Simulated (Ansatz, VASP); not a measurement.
## SiC in VASP and in Ansatz

INCAR

```
PREC     = Accurate       # precision mode
ENCUT    = 520            # plane-wave cutoff, eV
EDIFF    = 1E-6           # SCF threshold, eV
ISMEAR   = 0              # smearing method
SIGMA    = 0.05           # smearing width, eV
LREAL    = False          # projectors in reciprocal space
LASPH    = True           # aspherical terms in the spheres
NELM     = 100            # most SCF steps
ALGO     = Normal         # electronic algorithm
ISIF     = 2              # what is computed and relaxed
LWAVE    = False          # write WAVECAR
LCHARG   = True           # write CHGCAR
GGA      = PS             # functional
LELF     = True           # ELF
LVHAR    = True         
NBANDS   = 11             # bands
```

Contents of KPOINTS:

```
regular mesh
0
Gamma
  12 12 12
```

The input POSCAR:

```
SiC
1.0
    0.0000000000      2.0870400000      2.2609600000
    2.0870400000      0.0000000000      2.2609600000
    2.0870400000      2.0870400000      0.0000000000
Si C
1 1
Direct
    0.0000000000      0.0000000000      0.0000000000
    0.7500000000      0.7500000000      0.7500000000
```

Input for Ansatz:

```yaml
crystal:
  lattice:
    - [0.0, 2.08704, 2.26096]
    - [2.08704, 0.0, 2.26096]
    - [2.08704, 2.08704, 0.0]
  atoms:
    - { symbol: Si, position: [0.0, 0.0, 0.0] }
    - { symbol: C, position: [0.75, 0.75, 0.75] }
basis:
  ecutwfc: 420
kpoints:
  mp_grid: { grid: [12, 12, 12] }
hamiltonian:
  xc: pbesol
scf:
  occupations: { method: gaussian, width: 0.05 }
output:
  forces: true
  stress: true
  eigenvalues: true
```

Change from the starting cell: strain -0.040 along x and y, +0.040 along z, atoms carried along.

Alike in both runs: task single point; functional PBEsol; k mesh 12 × 12 × 12; occupations gaussian, width 0.05 eV; no spin polarisation.

|  | VASP | Ansatz |
| --- | --- | --- |
| version | VASP 6.6.1 | Ansatz 0.2.0 |
| potentials or method | VASP PAW PBE potentials, release 64 (Si, C), cutoff 520 eV | scalar-relativistic, plane waves, PAW |
| valence electrons in the cell | 8 | 8 |

```tsv
	VASP	Ansatz	Ansatz less VASP
gap on the k mesh at the Fermi level (eV)	0.73	0.74	+0.010
least direct gap on the mesh (eV)	4.42	4.43	+0.011
pressure (GPa)	11.7	11.3	-0.41
traceless stress, the component that is largest in VASP (GPa)	-16.12	-16.12	0.000
```

VASP's potentials were made for PBE, not for PBEsol. The functional is the same, so the differences come from potentials, cutoffs and numerics.
